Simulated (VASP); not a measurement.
# Si2N (P-3m1) in VASP: a series of runs, part 3 of 3

VASP 6.6.1.

## 4. Relaxation of cell and atoms, PBE (atoms taken out)

INCAR reads:

```
PREC = Accurate
ENCUT = 600
EDIFF = 1E-6
ISMEAR = 0
SIGMA = 0.1
LREAL = F
LASPH = T
NELM = 100
ALGO = Normal
ISIF = 3
LWAVE = F
LCHARG = F
GGA = PE
IBRION = 2
NSW = 100
EDIFFG = -0.01
```

KPOINTS reads:

```
regular mesh
0
Gamma
  18 18 4
```

POSCAR reads:

```
Si2N
1.0
    2.7110702398      0.0000000000      0.0000000000
   -1.3555351199      2.3478556991      0.0000000000
    0.0000000000      0.0000000000     11.0588477319
Si N
4 2
Direct
    0.0000000000      0.0000000000      0.7501490780
    0.0000000000      0.0000000000      0.2498509220
    0.0000000000      0.0000000000      0.0000000000
    0.0000000000      0.0000000000      0.5000000000
    0.3333333333      0.6666666667      0.9068670132
    0.6666666667      0.3333333333      0.0931329868
```

Potentials or basis: VASP PAW PBE potentials, release 64 (Si, N).

Run with:

```bash
cat potpaw_PBE.64/Si/POTCAR potpaw_PBE.64/N/POTCAR > POTCAR
mpirun -np 1 vasp_std > vasp.out
```

OUTCAR:

```text
PREC = Accurate
   ENCUT = 600
   EDIFF = 1E-6
   ISMEAR = 0
   LREAL = F
   LASPH = T
   NELM = 100
   ISIF = 3
   GGA = PE
   IBRION = 2
   NSW = 100
   EDIFFG = -0.01

 ion  position               nearest neighbor table
   1  0.000  0.000  0.750-   5 2.34   5 2.34   5 2.34   3 2.76   4 2.77
   2  0.000  0.000  0.250-   6 2.34   6 2.34   6 2.34   3 2.76   4 2.77
   3  0.000  0.000  0.000-   5 1.87   6 1.87   5 1.87   6 1.87   6 1.87   5 1.87   1 2.76   2 2.76

   4  0.000  0.000  0.500-   1 2.77   2 2.77
   5  0.333  0.667  0.907-   3 1.87   3 1.87   3 1.87   1 2.34   1 2.34   1 2.34
   6  0.667  0.333  0.093-   3 1.87   3 1.87   3 1.87   2 2.34   2 2.34   2 2.34

  LATTYP: Found a hexagonal cell.
 ALAT       =     2.7110702398
 C/A-ratio  =     4.0791446749

  Lattice vectors:

 A1 = (   2.7110702398,   0.0000000000,   0.0000000000)
 A2 = (  -1.3555351199,   2.3478556991,   0.0000000000)
 A3 = (   0.0000000000,   0.0000000000,  11.0588477319)

Analysis of symmetry for initial positions (statically):
=====================================================================
 Subroutine PRICEL returns:
 Original cell was already a primitive cell.

 Routine SETGRP: Setting up the symmetry group for a
 hexagonal supercell.

 Subroutine GETGRP returns: Found 12 space group operations
 (whereof 12 operations were pure point group operations)
 out of a pool of 24 trial point group operations.

The static configuration has the point symmetry D_3d.

Analysis of symmetry for dynamics (positions and initial velocities):
=====================================================================
 Subroutine PRICEL returns:
 Original cell was already a primitive cell.

 Routine SETGRP: Setting up the symmetry group for a
 hexagonal supercell.

 Subroutine GETGRP returns: Found 12 space group operations
 (whereof 12 operations were pure point group operations)
 out of a pool of 24 trial point group operations.

The dynamic configuration has the point symmetry D_3d.

 Subroutine INISYM returns: Found 12 space group operations
 (whereof 12 operations are pure point group operations),
 and found     1 'primitive' translations

----------------------------------------------------------------------------------------

                                     Primitive cell

  volume of cell :      70.3918

  direct lattice vectors                    reciprocal lattice vectors
     2.711070240  0.000000000  0.000000000     0.368858020  0.212960277  0.000000000
    -1.355535120  2.347855699  0.000000000     0.000000000  0.425920554  0.000000000
     0.000000000  0.000000000 11.058847732     0.000000000  0.000000000  0.090425334

  length of vectors
     2.711070240  2.711070240 11.058847732     0.425920554  0.425920554  0.090425334

  position of ions in fractional coordinates (direct lattice)
     0.000000000  0.000000000  0.750149078
     0.000000000  0.000000000  0.249850922
     0.000000000  0.000000000  0.000000000
     0.000000000  0.000000000  0.500000000
     0.333333333  0.666666667  0.906867013
     0.666666667  0.333333333  0.093132987

  ion indices of the primitive-cell ions
   primitive index   ion index
                 1           1
                 2           2
                 3           3
                 4           4
                 5           5
                 6           6

[... 64 lines left out ...]
   ICHARG =      2    charge: 1-file 2-atom 10-const
   ISPIN  =      1    spin polarized calculation?
   LNONCOLLINEAR =      F non collinear calculations
   LSORBIT =      F    spin-orbit coupling
   LASPH  =      T    aspherical Exc in radial PAW
   ENCUT  =  600.0 eV  44.10 Ry    6.64 a.u.   5.41  5.41 22.09*2*pi/ulx,y,z
   NELM   =    100;   NELMIN=  2; NELMDL= -5     # of ELM steps
   EDIFF  = 0.1E-05   stopping-criterion for ELM
   LREAL  =      F    real-space projection
   EDIFFG = -.1E-01   stopping-criterion for IOM
   NSW    =    100    number of steps for IOM
   IBRION =      2    ionic relax: 0-MD 1-quasi-New 2-CG
   NFREE  =      1    steps in history (QN), initial steepest desc. (CG)
   ISIF   =      3    stress and relaxation
   ISYM   =      2    0-nonsym 1-usesym 2-fastsym
   POTIM  = 0.5000    time-step for ionic-motion
   TEBEG  =    0.0;   TEEND  =   0.0 temperature during run
   PSTRESS=    0.0 pullay stress
   NELECT =      26.0000    total number of electrons
   NUPDOWN=      -1.0000    fix difference up-down
   EMIN   =  10.00;   EMAX   =-10.00  energy-range for DOS
   EFERMI =   0.00;   METHOD = LEGACY
   ISMEAR =     0;   SIGMA  =   0.10  broadening in eV -4-tet -1-fermi 0-gaus
   EFERMI_NEDOS =   21; number of points for ismear=-14 and -15
   IALGO  =     38    algorithm
   IMIX   =      4    mixing-type and parameters
     AMIX     =   0.40;   BMIX     =  1.00
     AMIX_MAG =   1.60;   BMIX_MAG =  1.00
  volume/ion in A,a.u.               =      11.73        79.17
  Fermi-wavevector in a.u.,A,eV,Ry     =   1.174605  2.219682 18.771923  1.379697
  Thomas-Fermi vector in A             =   2.311000
   LORBIT       =      0    0 simple, 1 ext, 2 COOP (PROOUT), +10 PAW based schemes
   GGA     = PE    functional components
   LHFCALC =     F    Hartree Fock is set to
   AEXX    =    0.0000 exact exchange contribution
   IVDW    =     0    specifies the selected vdW correction
   LEPSILON=     F    determine dielectric tensor
   LRPA    =     F    only Hartree local field effects (RPA)
 conjugate gradient relaxation of ions
 non-spin polarized calculation
 Gauss-broadening in eV      SIGMA  =   0.10
  energy-cutoff  :      600.00
  volume of cell :       70.39
 maximum number of plane-waves:      2408
 NGX is ok and might be reduce to    24
   NGX = 11   NGY = 11   NGZ = 45

--------------------------------------- Ionic step        1  -------------------------------------------

 number of electron      25.9999999 magnetization

 Free energy of the ion-electron system (eV)
  ---------------------------------------------------
  ext. energy  EPLUGINS =         0.00000000
  ---------------------------------------------------
  free energy    TOTEN  =       -36.76843864 eV

  energy without entropy =      -36.75868116  energy(sigma->0) =      -36.76355990

------------------------ aborting loop because EDIFF is reached ----------------------------------------

  FORCE on cell =-STRESS in cart. coord.  units (eV):
  Direction    XX          YY          ZZ          XY          YZ          ZX
  --------------------------------------------------------------------------------------
  -------------------------------------------------------------------------------------
  Total        0.0052524      0.0052524     -1.0016196     -0.0000000     -0.0000000     -0.0000000
  in kB        0.1195488      0.1195488    -22.7977157     -0.0000000     -0.0000000     -0.0000000
  external PRESSURE =      -7.5195393 kB  Pullay stress =       0.0000000 kB
[... 101 lines left out ...]
  FREE ENERGIE OF THE ION-ELECTRON SYSTEM (eV)
  ---------------------------------------------------
  free  energy   TOTEN  =       -36.7731496906 eV

  energy  without entropy=      -36.7627298608  energy(sigma->0) =      -36.76793978

[... ionic steps 4 to 10 ...]

--------------------------------------- Ionic step       11  -------------------------------------------

 number of electron      25.9999999 magnetization

------------------------ aborting loop because EDIFF is reached ----------------------------------------
[... 75 lines left out ...]
--------------------------------------- Ionic step       13  -------------------------------------------

 number of electron      25.9999999 magnetization

 Free energy of the ion-electron system (eV)
  ---------------------------------------------------
  ext. energy  EPLUGINS =         0.00000000
  ---------------------------------------------------
  free energy    TOTEN  =       -36.79116540 eV

  energy without entropy =      -36.78012333  energy(sigma->0) =      -36.78564436

 E-fermi :   9.6482     XC(G=0): -11.4802

 val. band max:        9.6377345044   @ k =   0.2778   0.1667   0.5000
 cond. band min:       9.6513020620   @ k =   0.0556   0.0000   0.0000
 fundamental gap:      0.0135675576
 Fermi energy:         9.6482176309

 k-point     1 :       0.0000    0.0000    0.0000
  band No.  band energies     occupation
      1     -10.5631      2.00000
      2      -7.3369      2.00000
      3      -3.2329      2.00000
      4      -1.3154      2.00000
      5      -1.1708      2.00000
      6       3.9299      2.00000
[... 457 lines left out ...]
      4       0.8403      2.00000
      5       1.8726      2.00000
      6       3.3702      2.00000
[... 9 lines left out ...]
     16      12.0450      0.00000
     17      12.9157      0.00000

 [... further k-points ...]
[... 5 lines left out ...]
  --------------------------------------------------------------------------------------
  -------------------------------------------------------------------------------------
  Total       -0.0009041     -0.0009041      0.0327298      0.0000000      0.0000000      0.0000000
  in kB       -0.0210187     -0.0210187      0.7608761      0.0000000      0.0000000      0.0000000
  external PRESSURE =       0.2396129 kB  Pullay stress =       0.0000000 kB
[... 21 lines left out ...]
  FREE ENERGIE OF THE ION-ELECTRON SYSTEM (eV)
  ---------------------------------------------------
  free  energy   TOTEN  =       -36.7911653998 eV

  energy  without entropy=      -36.7801233287  energy(sigma->0) =      -36.78564436

 reached required accuracy - stopping structural energy minimisation
```

OSZICAR:

```text
N       E                     dE             d eps       ncg     rms          rms(c)
DAV:   1     0.101851543369E+03    0.10185E+03   -0.13231E+04  4692   0.151E+03
DAV:   2    -0.323227673645E+02   -0.13417E+03   -0.13052E+03  6353   0.250E+02
DAV:   3    -0.402393192298E+02   -0.79166E+01   -0.78381E+01  6128   0.698E+01
[... 89 lines left out ...]
       N       E                     dE             d eps       ncg     rms          rms(c)
DAV:   1    -0.367911644608E+02   -0.31828E-04   -0.64727E-03  4706   0.672E-01    0.207E-02
DAV:   2    -0.367911674036E+02   -0.29428E-05   -0.15426E-04  6410   0.944E-02    0.110E-02
DAV:   3    -0.367911655908E+02    0.18128E-05   -0.87770E-06  6062   0.237E-02    0.610E-03
DAV:   4    -0.367911653998E+02    0.19101E-06   -0.21888E-06  4014   0.108E-02
  13 F= -.36791165E+02 E0= -.36785644E+02  d E =-.332877E-04
```

It took 24 min on 1 thread of Intel Xeon 8259CL, shared host; peak memory 0.34 GiB.

What came out:

* Free energy: -36.7912 eV
* Relaxed volume: 11.49 Å³/atom
* Relaxed cell: a = 2.719 Å, b = 2.719 Å, c = 10.767 Å, α = 90.00°, β = 90.00°, γ = 120.00°
* Space group after relaxing (to 0.1 Å): P-3m1 (No. 164)
* Energy gained by relaxing: 3.8 meV/atom
* Ionic steps: 13
* Pressure after relaxing: 0.0 GPa
* Largest force after relaxing: 0.005 eV/Å
* Band gap on the k mesh: zero (bands 13 and 14 overlap by 5.45 eV)

Forces in eV/Å, atoms in the order of the input:
```
Si   0.000  0.000  0.003
Si   0.000  0.000 -0.003
Si   0.000  0.000  0.000
Si   0.000  0.000  0.000
N    0.000  0.000  0.005
N    0.000  0.000 -0.005
```

The path:
```
step  energy change (eV)  largest force (eV/Å)  pressure (GPa)  volume (Å³)
   1              0.0000                0.0746           -0.75        70.39
   2             -0.0047                0.2101            0.22        69.83
   3             -0.0047                0.2162            0.26        69.81
   4             -0.0093                0.2034            0.12        69.64
   5             -0.0152                0.2665           -0.18        69.15
   6             -0.0188                0.2007            0.03        68.97
   7             -0.0218                0.0707            0.52        68.62
   8             -0.0226                0.0413            0.15        68.82
   9             -0.0227                0.0242           -0.06        68.95
  10             -0.0227                0.0252           -0.06        68.94
  11             -0.0227                0.0274           -0.03        68.92
  12             -0.0227                0.0261           -0.04        68.93
  13             -0.0227                0.0050            0.02        68.92
```

Final structure:
```cif
data_structure
_symmetry_space_group_name_H-M 'P 1'
_symmetry_Int_Tables_number 1
_cell_length_a 2.7187
_cell_length_b 2.7187
_cell_length_c 10.7670
_cell_angle_alpha 90.000
_cell_angle_beta 90.000
_cell_angle_gamma 120.000
_cell_volume 68.92
loop_
_atom_site_label
_atom_site_type_symbol
_atom_site_fract_x
_atom_site_fract_y
_atom_site_fract_z
_atom_site_occupancy
Si1 Si 0.00000 0.00000 0.74285 1
Si2 Si 0.00000 0.00000 0.25715 1
Si3 Si 0.00000 0.00000 0.00000 1
Si4 Si 0.00000 0.00000 0.50000 1
N1 N 0.33333 0.66667 0.90463 1
N2 N 0.66667 0.33333 0.09538 1
```

Levels at points of the mesh, in eV from the Fermi level:
```
           k point  band 10  band 11  band 12  band 13  band 14  band 15  band 16  band 17
(0.00, 0.00, 0.00)    -1.24    -1.24    -0.04     2.15     5.64     6.60     7.64     9.46
(0.50, 0.00, 0.00)    -4.35    -3.83    -2.26    -1.16    -0.83     0.86     3.12     4.60
(0.00, 0.00, 0.50)    -1.80    -1.24    -1.24     3.52     4.88     6.16     8.72     9.38
(0.50, 0.00, 0.50)    -3.87    -2.65    -2.26    -1.91    -1.83     1.60     3.93     4.35
```

Caveat: the cell differs from its parent crystal (atoms taken out).

## 5. Overview

| task | spin | cell | k mesh | cutoff (eV) | gap on the mesh (eV) | pressure (GPa) | largest force (eV/Å) |
| --- | --- | --- | --- | --- | --- | --- | --- |
| single point | collinear, ferromagnetic start | a = 2.711, b = 2.711, c = 11.059 Å, angles 90.0, 90.0, 120.0°, 6 atoms, atomic positions A | 6 × 6 × 2 | 520 | none | 0.0 | - |
| single point | off | a = 2.719, b = 2.719, c = 10.780 Å, angles 90.0, 90.0, 120.0°, 6 atoms, atomic positions B | 18 × 18 × 4 | 520 | none | 0.0 | 0.01 |
| relaxation of cell and atoms | off | relaxed from a = 2.711, b = 2.711, c = 11.059 Å, angles 90.0, 90.0, 120.0°, 6 atoms, atomic positions A | 18 × 18 × 4 | 600 | none | 0.0 | 0.01 |

Alike in all rows: level PBE; potentials or basis VASP PAW PBE potentials, release 64 (Si, N); smearing gaussian 0.1 eV.

Caveats: some runs use coarse meshes.

Absolute energies hang on the potentials; compare differences alone.
